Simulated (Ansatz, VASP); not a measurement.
One calculation of Ta, two programs

```
Ta
1.0
    -1.61888    1.61888    1.61888
     1.61888   -1.61888    1.61888
     1.61888    1.61888   -1.61888
Ta
1
Direct
  0.00000 0.00000 0.00000
```

Alike in both runs: task relaxation of cell and atoms; functional PBEsol; dispersion D3(BJ); k mesh 18 × 18 × 18; occupations gaussian, width 0.1 eV; no spin polarisation.

|  | VASP | Ansatz |
| --- | --- | --- |
| version | VASP 6.6.1 | Ansatz 0.2.0 |
| potentials or method | VASP PAW PBE potentials, release 64 (Ta_pv), cutoff 500 eV | scalar-relativistic, plane waves, PAW |
| valence electrons in the cell | 11 | 13 |

```tsv
	VASP	Ansatz	Ansatz less VASP
gap on the k mesh at the Fermi level, each at its own relaxed structure (eV)	none	none	-
relaxed volume (Å³/atom)	17.10	17.08	-0.022
relaxed cell length with the largest relative difference (Å)	2.811	2.810	-0.0012
```

VASP's potentials were made for PBE, not for PBEsol, and Ansatz warns of the same on its side. A gap of «none» marks a metal or a gap that the smearing closes. VASP's potentials hold 11 valence electrons a cell and Ansatz's 13, so a difference there can come from the potentials and not from the codes.

Neither program's run includes spin-orbit coupling.
